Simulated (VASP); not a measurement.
Write the native input for VASP 6.6.1 that does the following.

| Quantity | Value |
| --- | --- |
| Task | relaxation of cell and atoms |
| Functional | PBEsol |
| Dispersion | D3(BJ) |
| Potentials or basis | VASP PAW PBE potentials, release 64 (Ti_sv, O) |
| Cutoff | 600 eV |
| k mesh | 18 × 18 × 8 |
| Occupations | gaussian, width 0.1 eV |
| Spin | no spin polarisation |
| Dipole correction | no |
| Further INCAR settings | ALGO = Normal; EDIFF = 1e-06; IBRION = 2; EDIFFG = -0.01; NSW = 80; ISIF = 3 |

The structure of TiO lies in POSCAR:

```
TiO
1.0
    2.8516080131      0.0000000000      0.0000000000
   -1.4258040066      2.4695649810      0.0000000000
    0.0000000000      0.0000000000      5.5675030000
Ti O
2 2
Direct
    0.3333333333      0.6666666667      0.2500000000
    0.6666666667      0.3333333333      0.7500000000
    0.0000000000      0.0000000000      0.0000000000
    0.0000000000      0.0000000000      0.5000000000
```

These files were run (other wordings do the same):

INCAR

```
  ALGO = Normal
  EDIFF = 1E-6
  EDIFFG = -0.01
  ENCUT = 600
  GGA = PS
  IBRION = 2
  ISIF = 3
  ISMEAR = 0
  IVDW = 12
  LASPH = True
  LCHARG = False
  LREAL = False
  LWAVE = False
  NELM = 60
  NSW = 80
  PREC = Accurate
  SIGMA = 0.1
```

KPOINTS

```
k-points
0
Gamma
  18 18 8
```

Potentials or basis: VASP PAW PBE potentials, release 64 (Ti_sv, O).

Command:

```bash
$ cat potpaw_PBE.64/Ti_sv/POTCAR potpaw_PBE.64/O/POTCAR > POTCAR
$ mpirun -np 1 vasp_std > vasp.out
```

It gave:

| Property | Result |
| --- | --- |
| Relaxed volume | 9.16 Å³/atom |
| Relaxed cell | a = 2.795 Å, b = 2.795 Å, c = 5.414 Å, α = 90.00°, β = 90.00°, γ = 120.00° |
| Space group after relaxing (to 0.1 Å) | P6_3/mmc (No. 194) |
| Energy gained by relaxing | 34.0 meV/atom |
| Ionic steps | 6 |
| Pressure after relaxing | 0.1 GPa |
| Band gap on the k mesh | zero (bands 18 and 19 overlap by 0.33 eV) |
| Dispersion energy per atom | -0.404 eV |

Caveat: the PAW data sets were made with another functional, which shifts forces and pressure a little; semilocal functionals often make such compounds metallic where correlation or magnetic order opens a gap, which also shifts bond lengths.

Run time: 5.3 min on 1 thread of Intel(R) Xeon(R) 6975P-C (Granite Rapids) (shared host), peak memory 0.32 GiB.
